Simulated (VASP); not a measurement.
# LiGeH3 (Pm-3m) in VASP: further runs, part 2 of 2

VASP 6.6.1.

### Step 3. Relaxation of cell and atoms, PBE

This run uses another cell than the first one, of 11.26 Å³/atom, 0.998 times its volume.

File INCAR:

```
SYSTEM = LiGeH3
PREC = Accurate
ENCUT = 600
EDIFF = 1E-6
ISMEAR = 0
SIGMA = 0.1
LREAL = .FALSE.
LASPH = .TRUE.
NELM = 60
ALGO = Normal
ISIF = 3
LWAVE = .FALSE.
LCHARG = .FALSE.
GGA = PE
IBRION = 2
NSW = 100
EDIFFG = -0.01
```

File KPOINTS:

```
regular mesh
0
G
  10 10 10
  0 0 0
```

File POSCAR:

```
LiGeH3
1.0
    3.8323763647      0.0000000000      0.0000000000
    0.0000000000      3.8323763647      0.0000000000
    0.0000000000      0.0000000000      3.8323763647
Li Ge H
1 1 3
Direct
    0.0000000000      0.0000000000      0.0000000000
    0.5000000000      0.5000000000      0.5000000000
    0.0000000000      0.5000000000      0.5000000000
    0.5000000000      0.5000000000      0.0000000000
    0.5000000000      0.0000000000      0.5000000000
```

Potentials or basis: VASP PAW PBE potentials, release 64 (Li_sv, Ge_d, H).

Run with:

```console
$ cat potpaw_PBE.64/Li_sv/POTCAR potpaw_PBE.64/Ge_d/POTCAR potpaw_PBE.64/H/POTCAR > POTCAR
$ mpirun -np 1 vasp_std > vasp.out
```

OUTCAR:

```text
SYSTEM = LiGeH3
   PREC = Accurate
   ENCUT = 600
   EDIFF = 1E-6
   ISMEAR = 0
   LREAL = .FALSE.
   LASPH = .TRUE.
   NELM = 60
   ISIF = 3
   GGA = PE
   IBRION = 2
   NSW = 100
   EDIFFG = -0.01

 ion  position               nearest neighbor table
   1  0.000  0.000  0.000-
   2  0.500  0.500  0.500-
   3  0.000  0.500  0.500-
   4  0.500  0.500  0.000-
   5  0.500  0.000  0.500-

  LATTYP: Found a simple cubic cell.
 ALAT       =     3.8323763647

  Lattice vectors:

 A1 = (   3.8323763647,   0.0000000000,   0.0000000000)
 A2 = (   0.0000000000,   3.8323763647,   0.0000000000)
 A3 = (   0.0000000000,   0.0000000000,   3.8323763647)

Analysis of symmetry for initial positions (statically):
=====================================================================
 Subroutine PRICEL returns:
 Original cell was already a primitive cell.

 Routine SETGRP: Setting up the symmetry group for a
 simple cubic supercell.

 Subroutine GETGRP returns: Found 48 space group operations
[... 182 lines left out ...]
      1     -45.6529      2.00000
      2     -21.6061      2.00000
      3     -21.6061      2.00000
      4     -21.5686      2.00000
      5     -21.5686      2.00000
      6     -21.5686      2.00000
      7      -8.6324      2.00000
      8       0.4578      2.00000
      9       0.4578      2.00000
     10       2.9030      2.00000
     11       2.9030      2.00000
     12       2.9030      2.00000
     13       4.8662      0.00000
     14      11.2180      0.00000
[... 377 lines left out ...]
      1     -45.6528      2.00000
      2     -21.6031      2.00000
      3     -21.5924      2.00000
      4     -21.5705      2.00000
      5     -21.5705      2.00000
      6     -21.5689      2.00000
      7      -7.8702      2.00000
      8      -2.6029      2.00000
      9      -0.1486      2.00000
     10       1.9960      2.00000
     11       4.5995      0.00000
     12       5.6529      0.00000
     13       7.1900      0.00000
     14       8.1354      0.00000

 [... further k-points ...]
[... 5 lines left out ...]
  --------------------------------------------------------------------------------------
  -------------------------------------------------------------------------------------
  Total        0.0061051      0.0061051      0.0061051      0.0000000      0.0000000     -0.0000000
  in kB        0.1737802      0.1737802      0.1737802      0.0000000      0.0000000     -0.0000000
  external PRESSURE =       0.1737802 kB  Pullay stress =       0.0000000 kB

 VOLUME and BASIS-vectors are now :
 -----------------------------------------------------------------------------
  energy-cutoff  :      600.00
  volume of cell :       56.29
      direct lattice vectors                 reciprocal lattice vectors
     3.832376365  0.000000000  0.000000000     0.260934706  0.000000000  0.000000000
     0.000000000  3.832376365  0.000000000     0.000000000  0.260934706  0.000000000
     0.000000000  0.000000000  3.832376365     0.000000000  0.000000000  0.260934706

 POSITION                                       TOTAL-FORCE (eV/Angst)
 -----------------------------------------------------------------------------------
      0.00000      0.00000      0.00000         0.000000      0.000000      0.000000
      1.91619      1.91619      1.91619         0.000000      0.000000      0.000000
      0.00000      1.91619      1.91619         0.000000      0.000000      0.000000
      1.91619      1.91619      0.00000         0.000000      0.000000      0.000000
      1.91619      0.00000      1.91619         0.000000      0.000000      0.000000
 -----------------------------------------------------------------------------------
    total drift:                                0.000000     -0.000000     -0.000000

  FREE ENERGIE OF THE ION-ELECTRON SYSTEM (eV)
  ---------------------------------------------------
  free  energy   TOTEN  =       -15.3750158763 eV

  energy  without entropy=      -15.3707496987  energy(sigma->0) =      -15.37288279

 reached required accuracy - stopping structural energy minimisation
```

OSZICAR:

```text
N       E                     dE             d eps       ncg     rms          rms(c)
DAV:   1     0.100050343416E+03    0.10005E+03   -0.10711E+04  1604   0.285E+03
DAV:   2    -0.284124628671E+01   -0.10289E+03   -0.10131E+03  1724   0.482E+02
DAV:   3    -0.154725706937E+02   -0.12631E+02   -0.12333E+02  2042   0.113E+02
DAV:   4    -0.159568387505E+02   -0.48427E+00   -0.48333E+00  2096   0.232E+01
DAV:   5    -0.159788489076E+02   -0.22010E-01   -0.22008E-01  2274   0.394E+00    0.437E+00
DAV:   6    -0.155341879654E+02    0.44466E+00   -0.30494E-01  1980   0.387E+00    0.225E+00
DAV:   7    -0.153738119725E+02    0.16038E+00   -0.40113E-01  2006   0.313E+00    0.444E-01
DAV:   8    -0.153757135594E+02   -0.19016E-02   -0.46972E-02  2278   0.213E+00    0.156E-01
DAV:   9    -0.153749725152E+02    0.74104E-03   -0.29200E-03  2108   0.680E-01    0.737E-02
DAV:  10    -0.153750172579E+02   -0.44743E-04   -0.66729E-04  2060   0.405E-01    0.149E-02
DAV:  11    -0.153750171134E+02    0.14448E-06   -0.58886E-05  2048   0.137E-01    0.105E-02
DAV:  12    -0.153750160247E+02    0.10887E-05   -0.98533E-06  1934   0.217E-02    0.371E-03
DAV:  13    -0.153750158763E+02    0.14834E-06   -0.10623E-06  1316   0.135E-02
   1 F= -.15375016E+02 E0= -.15372883E+02  d E =-.153750E+02
```

Wall time 71 s (1 thread of AMD EPYC 7R13, shared host); peak memory 0.18 GiB.

Results:

| Property | Result |
| --- | --- |
| Free energy | -15.3750 eV |
| Pressure after relaxing | 0.0 GPa |
| Band gap on the k mesh | zero (band 10 reaches 3.93 eV, above the bottom of band 11 at 2.90 eV) |

Final structure:
```
Li Ge H
1.0
     3.83238    0.00000    0.00000
     0.00000    3.83238    0.00000
     0.00000    0.00000    3.83238
Li Ge H
1 1 3
Direct
  0.00000 0.00000 0.00000
  0.50000 0.50000 0.50000
  0.00000 0.50000 0.50000
  0.50000 0.50000 0.00000
  0.50000 0.00000 0.50000
```

Levels at points of the mesh, in eV from the Fermi level:
```csv
k point,band 6,band 7,band 8,band 9,band 10,band 11,band 12,band 13,band 14
"(0.00, 0.00, 0.00)",-24.84,-11.90,-2.81,-2.81,-0.37,-0.37,-0.37,1.59,7.95
"(0.50, 0.00, 0.00)",-24.84,-10.81,-7.16,-2.49,0.65,0.65,1.28,3.45,4.78
"(0.50, 0.50, 0.00)",-24.84,-9.46,-6.68,-6.68,0.19,0.32,1.39,4.41,4.41
"(0.50, 0.50, 0.50)",-24.85,-7.64,-6.11,-6.11,-6.11,0.75,0.75,0.75,4.59
```

Caveat: the cutoff is under 1.25 times the usual one of these potentials, so pressure, stress and relaxed cells hold a basis-set (Pulay) error; the relaxation stopped at its first step, so nothing moved.
